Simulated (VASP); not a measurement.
# BAs (F-43m) in VASP: a series of runs

BAs is run at these levels: r2SCAN50, HF; tasks: single point.

All numbers are computed with VASP 6.6.1; they aren't measurements. Logs are shortened: lines on timing, memory, paths and dates and some standing lists are left out, and cuts for length are marked.

## (1) The cell of the first run

It takes space group F-43m (No. 216, cubic). The conventional cell has a = 4.777 Å, b = 4.777 Å, c = 4.777 Å, α = 90.00°, β = 90.00°, γ = 90.00°. As (site symmetry -43m) has 4 B at 2.07 Å within 2.7 Å. B (site symmetry -43m) has 4 As at 2.07 Å within 2.7 Å.

## (2) Single point, r2SCAN50

POSCAR

```
BAs
1.0
    0.0000000000      2.3885000000      2.3885000000
    2.3885000000      0.0000000000      2.3885000000
    2.3885000000      2.3885000000      0.0000000000
As B
1 1
Direct
    0.7500000000      0.7500000000      0.7500000000
    0.0000000000      0.0000000000      0.0000000000
```

INCAR.step1

```
ALGO = Normal
EDIFF = 1E-5
ENCUT = 520
GGA = PE
ISIF = 2
ISMEAR = -1
LASPH = True
LCHARG = False
LREAL = False
LWAVE = True
NBANDS = 11
NELM = 100
PREC = Accurate
SIGMA = 0.05
```

INCAR.step2

```
AEXX = 0.5
ALGO = Normal
EDIFF = 1E-6
ENCUT = 520
ISIF = 2
ISMEAR = -1
ISTART = 1
LASPH = True
LCHARG = False
LHFCALC = True
LMIXTAU = True
LREAL = False
LWAVE = False
METAGGA = R2SCAN
NBANDS = 11
NELM = 100
PREC = Accurate
PRECFOCK = Normal
SIGMA = 0.05
```

KPOINTS

```
k-points
0
Gamma
  5 5 5
```

Potentials or basis: VASP PAW PBE potentials, release 64 (As, B).

The run is started by

```sh
> cat potpaw_PBE.64/As/POTCAR potpaw_PBE.64/B/POTCAR > POTCAR
> cp INCAR.step1 INCAR
> mpirun -np 1 vasp_std > vasp.out
> cp INCAR.step2 INCAR
> mpirun -np 1 vasp_std > vasp.out
```

OUTCAR:

```text
AEXX = 0.5
   EDIFF = 1E-6
   ENCUT = 520
   ISIF = 2
   ISMEAR = -1
   ISTART = 1
   LASPH = True
   LHFCALC = True
   LREAL = False
   METAGGA = R2SCAN
   NELM = 100
   PREC = Accurate
   PRECFOCK = Normal

 ion  position               nearest neighbor table
   1  0.750  0.750  0.750-   2 2.07   2 2.07   2 2.07   2 2.07
   2  0.000  0.000  0.000-   1 2.07   1 2.07   1 2.07   1 2.07

  LATTYP: Found a face centered cubic cell.
 ALAT       =     4.7770000000

  Lattice vectors:

 A1 = (   0.0000000000,   2.3885000000,   2.3885000000)
 A2 = (   2.3885000000,   0.0000000000,   2.3885000000)
 A3 = (   2.3885000000,   2.3885000000,   0.0000000000)

Analysis of symmetry for initial positions (statically):
=====================================================================
 Subroutine PRICEL returns:
 Original cell was already a primitive cell.

 Routine SETGRP: Setting up the symmetry group for a
 face centered cubic supercell.

 Subroutine GETGRP returns: Found 24 space group operations
 (whereof 24 operations were pure point group operations)
 out of a pool of 48 trial point group operations.

The static configuration has the point symmetry T_d .

Analysis of symmetry for dynamics (positions and initial velocities):
=====================================================================
 Subroutine PRICEL returns:
 Original cell was already a primitive cell.

 Routine SETGRP: Setting up the symmetry group for a
 face centered cubic supercell.

 Subroutine GETGRP returns: Found 24 space group operations
 (whereof 24 operations were pure point group operations)
 out of a pool of 48 trial point group operations.

The dynamic configuration has the point symmetry T_d .

 Subroutine INISYM returns: Found 24 space group operations
 (whereof 24 operations are pure point group operations),
 and found     1 'primitive' translations

----------------------------------------------------------------------------------------

                                     Primitive cell

  volume of cell :      27.2525

  direct lattice vectors                    reciprocal lattice vectors
     0.000000000  2.388500000  2.388500000    -0.209336404  0.209336404  0.209336404
     2.388500000  0.000000000  2.388500000     0.209336404 -0.209336404  0.209336404
     2.388500000  2.388500000  0.000000000     0.209336404  0.209336404 -0.209336404

  length of vectors
     3.377849094  3.377849094  3.377849094     0.362581287  0.362581287  0.362581287

  position of ions in fractional coordinates (direct lattice)
     0.750000000  0.750000000  0.750000000
     0.000000000  0.000000000  0.000000000

  ion indices of the primitive-cell ions
   primitive index   ion index
                 1           1
                 2           2

----------------------------------------------------------------------------------------

 KPOINTS: k-points

Automatic generation of k-mesh.
 Grid dimensions read from file:
 generate k-points for:    5    5    5

 Generating k-lattice:

  Cartesian coordinates                     Fractional coordinates (reciprocal lattice)
    -0.041867281  0.041867281  0.041867281     0.200000000  0.000000000  0.000000000
     0.041867281 -0.041867281  0.041867281     0.000000000  0.200000000  0.000000000
     0.041867281  0.041867281 -0.041867281     0.000000000  0.000000000  0.200000000

  Length of vectors
     0.072516257  0.072516257  0.072516257

  Shift w.r.t. Gamma in fractional coordinates (k-lattice)
     0.000000000  0.000000000  0.000000000

 Subroutine IBZKPT returns following result:
 ===========================================

 Found     10 irreducible k-points:

 Following reciprocal coordinates:
            Coordinates               Weight
  0.000000  0.000000  0.000000      1.000000
  0.200000  0.000000  0.000000      8.000000
  0.400000  0.000000  0.000000      8.000000
  0.200000  0.200000  0.000000      6.000000
  0.400000  0.200000  0.000000     24.000000
 -0.400000  0.200000  0.000000     24.000000
 -0.200000  0.200000  0.000000     12.000000
  0.400000  0.400000  0.000000      6.000000
 -0.400000  0.400000  0.000000     12.000000
 -0.400000  0.400000  0.200000     24.000000
   k-points           NKPTS =     10   k-points in BZ     NKDIM =    125   number of bands    NBANDS=     11
   number of dos      NEDOS =    301   number of ions     NIONS =      2
   total plane-waves  NPLWV =  21952
   dimension x,y,z NGX =    28 NGY =   28 NGZ =   28
   dimension x,y,z NGXF=    56 NGYF=   56 NGZF=   56
   ions per type =               1   1
   NGX,Y,Z   is equivalent  to a cutoff of  13.78, 13.78, 13.78 a.u.
   NGXF,Y,Z  is equivalent  to a cutoff of  27.56, 27.56, 27.56 a.u.
 SYSTEM =  unknown system
   PREC   = accura    normal or accurate (medium, high low for compatibility)
   ISTART =      1    job   : 0-new  1-cont  2-samecut
   ICHARG =      0    charge: 1-file 2-atom 10-const
   ISPIN  =      1    spin polarized calculation?
   LNONCOLLINEAR =      F non collinear calculations
   LSORBIT =      F    spin-orbit coupling
   LASPH  =      T    aspherical Exc in radial PAW
   ENCUT  =  520.0 eV  38.22 Ry    6.18 a.u.   6.28  6.28  6.28*2*pi/ulx,y,z
   NELM   =    100;   NELMIN=  2; NELMDL=  0     # of ELM steps
   EDIFF  = 0.1E-05   stopping-criterion for ELM
   LREAL  =      F    real-space projection
   EDIFFG = 0.1E-04   stopping-criterion for IOM
   NSW    =      0    number of steps for IOM
   IBRION =     -1    ionic relax: 0-MD 1-quasi-New 2-CG
   NFREE  =      0    steps in history (QN), initial steepest desc. (CG)
   ISIF   =      2    stress and relaxation
   ISYM   =      3    0-nonsym 1-usesym 2-fastsym
   POTIM  = 0.5000    time-step for ionic-motion
   TEBEG  =    0.0;   TEEND  =   0.0 temperature during run
   PSTRESS=    0.0 pullay stress
   NELECT =       8.0000    total number of electrons
   NUPDOWN=      -1.0000    fix difference up-down
   EMIN   =  10.00;   EMAX   =-10.00  energy-range for DOS
   EFERMI =   0.00;   METHOD = LEGACY
   ISMEAR =    -1;   SIGMA  =   0.05  broadening in eV -4-tet -1-fermi 0-gaus
   EFERMI_NEDOS =   21; number of points for ismear=-14 and -15
   IALGO  =     38    algorithm
   IMIX   =      1    mixing-type and parameters
     AMIX     =   0.40;   BMIX     =  1.00
     AMIX_MAG =   1.60;   BMIX_MAG =  1.00
  volume/ion in A,a.u.               =      13.63        91.95
  Fermi-wavevector in a.u.,A,eV,Ry     =   1.088018  2.056057 16.106360  1.183784
  Thomas-Fermi vector in A             =   2.224191
   LORBIT       =      0    0 simple, 1 ext, 2 COOP (PROOUT), +10 PAW based schemes
   METAGGA = R2SCAN    functional components
   LHFCALC =     T    Hartree Fock is set to
   PRECFOCK=normal    Normal, Fast or Accurate (Low or Medium for compatibility)
   ENCUT4O =  -1.0   cutoff for four orbital integrals eV
   NKREDX  =     1    reduce k-point grid by
   NKREDY  =     1    reduce k-point grid by
   NKREDZ  =     1    reduce k-point grid by
   AEXX    =    0.5000 exact exchange contribution
   HFSCREEN=    0.0000 screening length (either q_TF or 0.3 A-1)
   HFSCREENC=   0.0000 screening length for correlation (either q_TF or 0.3 A-1)
   ENCUTFOCK=  -1.0 apply spherical cutoff to Coloumb kernel
   IVDW    =     0    specifies the selected vdW correction
   LEPSILON=     F    determine dielectric tensor
   LRPA    =     F    only Hartree local field effects (RPA)
 non-spin polarized calculation
  energy-cutoff  :      520.00
  volume of cell :       27.25
 maximum number of plane-waves:       745
 NGX is ok and might be reduce to    28
  NGX = 20; NGY = 20; NGZ = 20

 number of electron       8.0000000 magnetization

 Free energy of the ion-electron system (eV)
  ---------------------------------------------------
  ext. energy  EPLUGINS =         0.00000000
  ---------------------------------------------------
  free energy    TOTEN  =       -22.61290157 eV

  energy without entropy =      -22.61290157  energy(sigma->0) =      -22.61290157

 E-fermi :   5.6615     XC(G=0):  -6.2312

 val. band max:        4.5493621164   @ k =   0.0000   0.0000   0.0000
 cond. band min:       8.5731991904   @ k =   0.4000   0.4000   0.0000
 fundamental gap:      4.0238370740
 Fermi energy:         5.6614569995

 k-point     1 :       0.0000    0.0000    0.0000
  band No.  band energies     occupation
      1     -14.2798      2.00000
      2       4.5494      2.00000
      3       4.5494      2.00000
      4       4.5494      2.00000
      5      10.9849      0.00000
      6      10.9849      0.00000
      7      10.9849      0.00000
      8      13.1659      0.00000
      9      17.9680      0.00000
     10      21.3734      0.00000
     11      21.3734      0.00000

 k-point     2 :       0.2000    0.0000    0.0000
  band No.  band energies     occupation
      1     -13.4892      2.00000
      2       0.0452      2.00000
      3       3.5237      2.00000
      4       3.5237      2.00000
      5      11.0768      0.00000
      6      12.2980      0.00000
      7      12.2980      0.00000
      8      15.8405      0.00000
      9      19.4621      0.00000
     10      19.4621      0.00000
     11      19.7610      0.00000

 k-point     3 :       0.4000    0.0000    0.0000
  band No.  band energies     occupation
      1     -11.4134      2.00000
      2      -5.1799      2.00000
      3       2.4721      2.00000
      4       2.4721      2.00000
      5      10.5883      0.00000
      6      12.7579      0.00000
      7      12.7579      0.00000
      8      17.4616      0.00000
      9      20.9321      0.00000
     10      21.8640      0.00000
     11      21.8640      0.00000
[... 71 lines left out ...]
 k-point     9 :      -0.4000    0.4000    0.0000
  band No.  band energies     occupation
      1      -9.0020      2.00000
      2      -5.7841      2.00000
      3      -2.2170      2.00000
      4       0.0558      2.00000
      5       9.3242      0.00000
      6      12.3078      0.00000
      7      18.8718      0.00000
      8      19.2655      0.00000
      9      20.2480      0.00000
     10      22.8487      0.00000
     11      26.1958      0.00000

 k-point    10 :      -0.4000    0.4000    0.2000
  band No.  band energies     occupation
      1      -9.6725      2.00000
      2      -4.9279      2.00000
      3      -2.0286      2.00000
      4      -0.4304      2.00000
      5      12.3770      0.00000
      6      13.3376      0.00000
      7      14.3463      0.00000
      8      18.6069      0.00000
      9      19.9682      0.00000
     10      23.1078      0.00000
     11      26.0538      0.00000

------------------------ aborting loop because EDIFF is reached ----------------------------------------

  FORCE on cell =-STRESS in cart. coord.  units (eV):
  Direction    XX          YY          ZZ          XY          YZ          ZX
  --------------------------------------------------------------------------------------
  -------------------------------------------------------------------------------------
  Total       -0.8022607     -0.8022607     -0.8022607      0.0000000      0.0000000     -0.0000000
  in kB      -47.1650589    -47.1650589    -47.1650589      0.0000000      0.0000000     -0.0000000
  external PRESSURE =     -47.1650589 kB  Pullay stress =       0.0000000 kB

 VOLUME and BASIS-vectors are now :
 -----------------------------------------------------------------------------
  energy-cutoff  :      520.00
  volume of cell :       27.25
      direct lattice vectors                 reciprocal lattice vectors
     0.000000000  2.388500000  2.388500000    -0.209336404  0.209336404  0.209336404
     2.388500000  0.000000000  2.388500000     0.209336404 -0.209336404  0.209336404
     2.388500000  2.388500000  0.000000000     0.209336404  0.209336404 -0.209336404

 POSITION                                       TOTAL-FORCE (eV/Angst)
 -----------------------------------------------------------------------------------
      3.58275      3.58275      3.58275        -0.000000      0.000000     -0.000000
      0.00000      0.00000      0.00000         0.000000     -0.000000      0.000000
 -----------------------------------------------------------------------------------
    total drift:                                0.000000     -0.000000      0.000000

  FREE ENERGIE OF THE ION-ELECTRON SYSTEM (eV)
  ---------------------------------------------------
  free  energy   TOTEN  =       -22.6129015680 eV

  energy  without entropy=      -22.6129015680  energy(sigma->0) =      -22.61290157
```

Run time: 6.9 min. Hardware: 1 thread of Intel Xeon 8259CL, shared host; peak memory 0.17 GiB.

Results:

- Free energy: -22.6129 eV
- Pressure: -4.7 GPa
- Band gap on the k mesh: 4.02 eV (least direct gap 6.44 eV)

Levels at points of the mesh, in eV from the valence-band top:
| k point | band 1 | band 2 | band 3 | band 4 | band 5 | band 6 | band 7 | band 8 |
| --- | --- | --- | --- | --- | --- | --- | --- | --- |
| (0.00, 0.00, 0.00) | -18.83 | 0.00 | 0.00 | 0.00 | 6.44 | 6.44 | 6.44 | 8.62 |

Caveat: the k points lie up to 0.46 Å⁻¹ apart; the PAW data sets were made with another functional, which shifts forces and pressure a little; an odd mesh through Γ misses points on the zone boundary, where band edges can lie.

## (3) Single point, HF

POSCAR is that of step 2.

INCAR.step1

```
PREC = Accurate
ENCUT = 520
EDIFF = 1E-5
ISMEAR = -1
SIGMA = 0.05
LREAL = False
LASPH = True
NELM = 80
ALGO = Normal
ISIF = 2
LWAVE = True
LCHARG = False
GGA = PE
NBANDS = 11
```

INCAR.step2

```
PREC = Accurate
ENCUT = 520
EDIFF = 1E-6
ISMEAR = -1
SIGMA = 0.05
LREAL = False
LASPH = True
NELM = 80
ALGO = Normal
ISIF = 2
LWAVE = False
LCHARG = False
GGA = PE
LHFCALC = True
AEXX = 1.0
ALDAC = 0.0
AGGAC = 0.0
PRECFOCK = Normal
ISTART = 1
NBANDS = 11
```

KPOINTS

```
regular mesh
0
Gamma
  5 5 5
```

Potentials or basis: VASP PAW PBE potentials, release 64 (As, B).

The run is started by

```sh
> cat potpaw_PBE.64/As/POTCAR potpaw_PBE.64/B/POTCAR > POTCAR
> cp INCAR.step1 INCAR
> mpirun -np 1 vasp_std > vasp.out
> cp INCAR.step2 INCAR
> mpirun -np 1 vasp_std > vasp.out
```

It took 8.5 min on 1 thread of Intel Xeon 8259CL, shared host; peak memory 0.17 GiB.

The run converged. Its results:

```
Free energy            : -19.8988 eV
Pressure               : 2.2 GPa
Band gap on the k mesh : 7.57 eV (least direct gap 10.27 eV)
```

Levels at points of the mesh, in eV from the valence-band top:
| k point | band 1 | band 2 | band 3 | band 4 | band 5 | band 6 | band 7 | band 8 |
| --- | --- | --- | --- | --- | --- | --- | --- | --- |
| (0.00, 0.00, 0.00) | -21.38 | 0.00 | 0.00 | 0.00 | 10.27 | 10.27 | 10.27 | 13.18 |

Caveat: the k points lie up to 0.46 Å⁻¹ apart; the PAW data sets were made with another functional, which shifts forces and pressure a little; an odd mesh through Γ misses points on the zone boundary, where band edges can lie.
